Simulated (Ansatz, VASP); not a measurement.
# MgO in VASP and in Ansatz

Contents of INCAR:

```
SYSTEM = MgO
  PREC = Accurate
  ENCUT = 600
  EDIFF = 1E-7
  ISMEAR = 0
  SIGMA = 0.02
  LREAL = .FALSE.
  LASPH = .TRUE.
  NELM = 120
  ALGO = Normal
  ISIF = 3
  LWAVE = .FALSE.
  LCHARG = .FALSE.
  GGA = PE
  IVDW = 12
  IBRION = 2
  NSW = 100
  EDIFFG = -0.002
  GGA_COMPAT = .FALSE.
  NELMIN = 4
```

Contents of KPOINTS:

```
regular mesh
0
G
  10 10 10
  0 0 0
```

The input POSCAR:

```
MgO
1.0
    0.0000000000      2.1050000000      2.1050000000
    2.1050000000      0.0000000000      2.1050000000
    2.1050000000      2.1050000000      0.0000000000
Mg O
1 1
Direct
    0.0000000000      0.0000000000      0.0000000000
    0.5000000000      0.5000000000      0.5000000000
```

Input for Ansatz:

```yaml
crystal:
  lattice:
    - [0.0, 2.105, 2.105]
    - [2.105, 0.0, 2.105]
    - [2.105, 2.105, 0.0]
  atoms:
    - { symbol: Mg, position: [0.0, 0.0, 0.0] }
    - { symbol: O, position: [0.5, 0.5, 0.5] }
basis:
  ecutwfc: 420
kpoints:
  mp_grid: { grid: [10, 10, 10] }
hamiltonian:
  xc: pbe
  dispersion: d3bj
  pseudopotentials: { kind: paw }
scf:
  occupations: { method: gaussian, width: 0.02 }
output:
  forces: true
  stress: true
  eigenvalues: true
  write_density: true
  write_potential: true
  elf: true
  volumetric_format: npy
relax:
  adjacent_minimum: "off"
  f_tol: 0.002
  max_steps: 80
  cell: { stress_tol: 0.02 }
```

Alike in both runs: task relaxation of cell and atoms; functional PBE; dispersion D3(BJ); k mesh 10 × 10 × 10; occupations gaussian, width 0.02 eV; no spin polarisation.

|  | VASP | Ansatz |
| --- | --- | --- |
| version | VASP 6.6.1 | Ansatz 0.2.0 |
| potentials or method | VASP PAW PBE potentials, release 64 (Mg, O), cutoff 600 eV | scalar-relativistic, plane waves, PAW |
| valence electrons in the cell | 8 | 16 |

Ansatz gave:

```
gap on the k mesh at the Fermi level, each at its own relaxed structure (eV) : 4.77
relaxed volume (Å³/atom)                                                     : 9.31
relaxed cell length with the largest relative difference (Å)                 : 2.975
```

Estimate VASP's values.

gap on the k mesh at the Fermi level, each at its own relaxed structure (eV): 4.82; relaxed volume (Å³/atom): 9.26; relaxed cell length with the largest relative difference (Å): 2.969.

VASP's potentials hold 8 valence electrons a cell and Ansatz's 16, so a difference there can come from the potentials and not from the codes.
